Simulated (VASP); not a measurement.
# WAu (F-43m) in VASP: a series of runs, part 3 of 3

VASP 6.6.1.

## 6. Single point, PBE (volume scaled by 0.98)

Input file INCAR:

```
PREC = Accurate ; ENCUT = 520
EDIFF = 1E-6 ; ISMEAR = -1
SIGMA = 0.05 ; LREAL = F
LASPH = T ; NELM = 100
ALGO = Fast ; ISIF = 2
LWAVE = F ; LCHARG = F
GGA = PE ; NBANDS = 20
```

Input file KPOINTS:

```
Automatic mesh
0
Gamma
  8 8 8
```

Input file POSCAR:

```
WAu
1.0
    0.0000000000      2.7295358905      2.7295358905
    2.7295358905      0.0000000000      2.7295358905
    2.7295358905      2.7295358905      0.0000000000
W Au
1 1
Direct
    0.0000000000      0.0000000000      0.0000000000
    0.7500000000      0.7500000000      0.7500000000
```

Potentials or basis: VASP PAW PBE potentials, release 64 (W_sv, Au).

Started as:

```
$ cat potpaw_PBE.64/W_sv/POTCAR potpaw_PBE.64/Au/POTCAR > POTCAR
$ mpirun -np 1 vasp_std > vasp.out
```

OUTCAR:

```text
PREC = Accurate
   ENCUT = 520
   EDIFF = 1E-6
   ISMEAR = -1
   LREAL = F
   LASPH = T
   NELM = 100
   ISIF = 2
   GGA = PE

 ion  position               nearest neighbor table
   1  0.000  0.000  0.000-   2 2.36   2 2.36   2 2.36   2 2.36
   2  0.750  0.750  0.750-   1 2.36   1 2.36   1 2.36   1 2.36

  LATTYP: Found a face centered cubic cell.
 ALAT       =     5.4590717810

  Lattice vectors:

 A1 = (   0.0000000000,   2.7295358905,   2.7295358905)
 A2 = (   2.7295358905,   0.0000000000,   2.7295358905)
 A3 = (   2.7295358905,   2.7295358905,   0.0000000000)

Analysis of symmetry for initial positions (statically):
=====================================================================
 Subroutine PRICEL returns:
 Original cell was already a primitive cell.

 Routine SETGRP: Setting up the symmetry group for a
 face centered cubic supercell.

 Subroutine GETGRP returns: Found 24 space group operations
 (whereof 24 operations were pure point group operations)
 out of a pool of 48 trial point group operations.

The static configuration has the point symmetry T_d .

Analysis of symmetry for dynamics (positions and initial velocities):
=====================================================================
 Subroutine PRICEL returns:
 Original cell was already a primitive cell.

 Routine SETGRP: Setting up the symmetry group for a
 face centered cubic supercell.

 Subroutine GETGRP returns: Found 24 space group operations
 (whereof 24 operations were pure point group operations)
 out of a pool of 48 trial point group operations.

The dynamic configuration has the point symmetry T_d .

 Subroutine INISYM returns: Found 24 space group operations
 (whereof 24 operations are pure point group operations),
 and found     1 'primitive' translations

----------------------------------------------------------------------------------------

                                     Primitive cell

  volume of cell :      40.6721

  direct lattice vectors                    reciprocal lattice vectors
     0.000000000  2.729535890  2.729535890    -0.183181325  0.183181325  0.183181325
     2.729535890  0.000000000  2.729535890     0.183181325 -0.183181325  0.183181325
     2.729535890  2.729535890  0.000000000     0.183181325  0.183181325 -0.183181325

  length of vectors
     3.860146675  3.860146675  3.860146675     0.317279361  0.317279361  0.317279361

  position of ions in fractional coordinates (direct lattice)
     0.000000000  0.000000000  0.000000000
     0.750000000  0.750000000  0.750000000

  ion indices of the primitive-cell ions
   primitive index   ion index
                 1           1
                 2           2

----------------------------------------------------------------------------------------

 KPOINTS: Automatic mesh

Automatic generation of k-mesh.
 Grid dimensions read from file:
 generate k-points for:    8    8    8

 Generating k-lattice:

  Cartesian coordinates                     Fractional coordinates (reciprocal lattice)
    -0.022897666  0.022897666  0.022897666     0.125000000  0.000000000  0.000000000
     0.022897666 -0.022897666  0.022897666     0.000000000  0.125000000  0.000000000
     0.022897666  0.022897666 -0.022897666     0.000000000  0.000000000  0.125000000

  Length of vectors
     0.039659920  0.039659920  0.039659920

  Shift w.r.t. Gamma in fractional coordinates (k-lattice)
     0.000000000  0.000000000  0.000000000

 Subroutine IBZKPT returns following result:
 ===========================================

 Found     29 irreducible k-points:

 Following reciprocal coordinates:
            Coordinates               Weight
  0.000000  0.000000  0.000000      1.000000
  0.125000  0.000000  0.000000      8.000000
  0.250000  0.000000  0.000000      8.000000
  0.375000  0.000000  0.000000      8.000000
  0.500000  0.000000  0.000000      4.000000
  0.125000  0.125000  0.000000      6.000000
[... 16 lines left out ...]
  0.500000  0.250000  0.125000     48.000000
 -0.375000  0.250000  0.125000     24.000000
 [... further k-points ...]
   k-points           NKPTS =     29   k-points in BZ     NKDIM =     29   number of bands    NBANDS=     20
   number of dos      NEDOS =    301   number of ions     NIONS =      2
   total plane-waves  NPLWV =  27000
   dimension x,y,z NGX =    30 NGY =   30 NGZ =   30
   dimension x,y,z NGXF=    60 NGYF=   60 NGZF=   60
   ions per type =               1   1
   NGX,Y,Z   is equivalent  to a cutoff of  12.92, 12.92, 12.92 a.u.
   NGXF,Y,Z  is equivalent  to a cutoff of  25.84, 25.84, 25.84 a.u.
 SYSTEM =  unknown system
   PREC   = accura    normal or accurate (medium, high low for compatibility)
   ISTART =      0    job   : 0-new  1-cont  2-samecut
   ICHARG =      2    charge: 1-file 2-atom 10-const
   ISPIN  =      1    spin polarized calculation?
   LNONCOLLINEAR =      F non collinear calculations
   LSORBIT =      F    spin-orbit coupling
   LASPH  =      T    aspherical Exc in radial PAW
   ENCUT  =  520.0 eV  38.22 Ry    6.18 a.u.   7.18  7.18  7.18*2*pi/ulx,y,z
   NELM   =    100;   NELMIN=  2; NELMDL= -5     # of ELM steps
   EDIFF  = 0.1E-05   stopping-criterion for ELM
   LREAL  =      F    real-space projection
   EDIFFG = 0.1E-04   stopping-criterion for IOM
   NSW    =      0    number of steps for IOM
   IBRION =     -1    ionic relax: 0-MD 1-quasi-New 2-CG
   NFREE  =      0    steps in history (QN), initial steepest desc. (CG)
   ISIF   =      2    stress and relaxation
   ISYM   =      2    0-nonsym 1-usesym 2-fastsym
   POTIM  = 0.5000    time-step for ionic-motion
   TEBEG  =    0.0;   TEEND  =   0.0 temperature during run
   PSTRESS=    0.0 pullay stress
   NELECT =      25.0000    total number of electrons
   NUPDOWN=      -1.0000    fix difference up-down
   EMIN   =  10.00;   EMAX   =-10.00  energy-range for DOS
   EFERMI =   0.00;   METHOD = LEGACY
   ISMEAR =    -1;   SIGMA  =   0.05  broadening in eV -4-tet -1-fermi 0-gaus
   EFERMI_NEDOS =   21; number of points for ismear=-14 and -15
   IALGO  =     68    algorithm
   IMIX   =      4    mixing-type and parameters
     AMIX     =   0.40;   BMIX     =  1.00
     AMIX_MAG =   1.60;   BMIX_MAG =  1.00
  volume/ion in A,a.u.               =      20.34       137.23
  Fermi-wavevector in a.u.,A,eV,Ry     =   1.391947  2.630398 26.361511  1.937516
  Thomas-Fermi vector in A             =   2.515737
   LORBIT       =      0    0 simple, 1 ext, 2 COOP (PROOUT), +10 PAW based schemes
   GGA     = PE    functional components
   LHFCALC =     F    Hartree Fock is set to
   AEXX    =    0.0000 exact exchange contribution
   IVDW    =     0    specifies the selected vdW correction
   LEPSILON=     F    determine dielectric tensor
   LRPA    =     F    only Hartree local field effects (RPA)
 non-spin polarized calculation
 RMM-DIIS sequential band-by-band and
  energy-cutoff  :      520.00
  volume of cell :       40.67
 maximum number of plane-waves:      1108
 NGX is ok and might be reduce to    30
   NGX = 15   NGY = 15   NGZ = 15

 number of electron      25.0000000 magnetization

 Free energy of the ion-electron system (eV)
  ---------------------------------------------------
  ext. energy  EPLUGINS =         0.00000000
  ---------------------------------------------------
  free energy    TOTEN  =       -11.45673306 eV

  energy without entropy =      -11.44070716  energy(sigma->0) =      -11.44872011

 E-fermi :   7.8617     XC(G=0): -11.6501

 val. band max:        7.8276168270   @ k =  -0.3750   0.2500   0.1250
 cond. band min:       7.9225234991   @ k =   0.3750   0.2500   0.0000
 fundamental gap:      0.0949066721
 Fermi energy:         7.8617252689

 k-point     1 :       0.0000    0.0000    0.0000
  band No.  band energies     occupation
      1     -66.1432      2.00000
      2     -30.4687      2.00000
      3     -30.4687      2.00000
      4     -30.4687      2.00000
      5      -0.7591      2.00000
      6       1.0641      2.00000
[... 12 lines left out ...]
     19      19.7025      0.00000
     20      19.7946      0.00000
[... 507 lines left out ...]
 k-point    24 :      -0.3750    0.2500    0.1250
  band No.  band energies     occupation
      1     -66.1391      2.00000
      2     -30.4946      2.00000
      3     -30.4706      2.00000
      4     -30.4625      2.00000
      5       0.5964      2.00000
      6       0.8091      2.00000
[... 12 lines left out ...]
     19      18.5238      0.00000
     20      22.4936      0.00000

 [... further k-points ...]

------------------------ aborting loop because EDIFF is reached ----------------------------------------

  FORCE on cell =-STRESS in cart. coord.  units (eV):
  Direction    XX          YY          ZZ          XY          YZ          ZX
  --------------------------------------------------------------------------------------
  -------------------------------------------------------------------------------------
  Total        9.8696216      9.8696216      9.8696216      0.0000000     -0.0000000      0.0000000
  in kB      388.7896209    388.7896209    388.7896209      0.0000000     -0.0000000      0.0000000
  external PRESSURE =     388.7896209 kB  Pullay stress =       0.0000000 kB

 VOLUME and BASIS-vectors are now :
 -----------------------------------------------------------------------------
  energy-cutoff  :      520.00
  volume of cell :       40.67
      direct lattice vectors                 reciprocal lattice vectors
     0.000000000  2.729535890  2.729535890    -0.183181325  0.183181325  0.183181325
     2.729535890  0.000000000  2.729535890     0.183181325 -0.183181325  0.183181325
     2.729535890  2.729535890  0.000000000     0.183181325  0.183181325 -0.183181325

 POSITION                                       TOTAL-FORCE (eV/Angst)
 -----------------------------------------------------------------------------------
      0.00000      0.00000      0.00000        -0.000000     -0.000000     -0.000000
      4.09430      4.09430      4.09430         0.000000      0.000000      0.000000
 -----------------------------------------------------------------------------------
    total drift:                                0.000001      0.000001      0.000001

  FREE ENERGIE OF THE ION-ELECTRON SYSTEM (eV)
  ---------------------------------------------------
  free  energy   TOTEN  =       -11.4567330621 eV

  energy  without entropy=      -11.4407071563  energy(sigma->0) =      -11.44872011
```

OSZICAR:

```text
N       E                     dE             d eps       ncg     rms          rms(c)
DAV:   1     0.198045336849E+03    0.19805E+03   -0.12685E+04  1160   0.128E+03
DAV:   2    -0.693846747810E+01   -0.20498E+03   -0.19868E+03  1276   0.354E+02
DAV:   3    -0.126712991209E+02   -0.57328E+01   -0.56752E+01  1316   0.585E+01
DAV:   4    -0.127238161649E+02   -0.52517E-01   -0.52510E-01  1280   0.584E+00
DAV:   5    -0.127246988287E+02   -0.88266E-03   -0.88266E-03  1304   0.755E-01    0.205E+01
RMM:   6    -0.116685502042E+02    0.10561E+01   -0.24547E+00  1205   0.926E+00    0.108E+01
RMM:   7    -0.114989633663E+02    0.16959E+00   -0.41590E-01  1279   0.458E+00    0.353E+00
RMM:   8    -0.114616809162E+02    0.37282E-01   -0.92179E-02  1385   0.224E+00    0.117E+00
RMM:   9    -0.114566925869E+02    0.49883E-02   -0.17698E-02  1310   0.105E+00    0.203E-01
RMM:  10    -0.114566460163E+02    0.46571E-04   -0.35906E-03  1419   0.448E-01    0.142E-01
RMM:  11    -0.114567189023E+02   -0.72886E-04   -0.92077E-04  1542   0.219E-01    0.349E-02
RMM:  12    -0.114567324232E+02   -0.13521E-04   -0.18604E-04  1523   0.991E-02    0.174E-02
RMM:  13    -0.114567330730E+02   -0.64978E-06   -0.21712E-05  1367   0.351E-02    0.602E-03
RMM:  14    -0.114567330621E+02    0.10934E-07   -0.50026E-06   973   0.147E-02
   1 F= -.11456733E+02 E0= -.11448720E+02  d E =-.160259E-01
```

It took 23 s on 1 thread of Intel Xeon Platinum 8488C (Sapphire Rapids), shared host; peak memory 0.17 GiB.

What came out:

| Quantity | Value |
| --- | --- |
| Free energy | -11.4567 eV |
| Pressure | 38.9 GPa |

Caveat: spin-orbit coupling is left out, which moves the levels of the heavy elements.

## 7. The runs side by side

```csv
cell,smearing,gap on the mesh (eV),pressure (GPa)
"a = 3.886 Å, angles 60.0°, 2 atoms",gaussian 0.027 eV,none,33.1
"a = 3.886 Å, angles 60.0°, 2 atoms",gaussian 0.028 eV,none,33.1
"a = 3.807 Å, angles 60.0°, 2 atoms",fermi-dirac 0.05 eV,none,52.3
"a = 3.834 Å, angles 60.0°, 2 atoms",fermi-dirac 0.05 eV,none,45.2
"a = 3.860 Å, angles 60.0°, 2 atoms",fermi-dirac 0.05 eV,none,38.9
```

Alike in all rows: task single point; level PBE; potentials or basis VASP PAW PBE potentials, release 64 (W_sv, Au); no spin polarisation; k mesh 8 × 8 × 8; cutoff (eV) 520.

Caveats: spin-orbit coupling is left out, which moves the levels of the heavy elements.

Absolute energies hang on the potentials; compare differences alone.
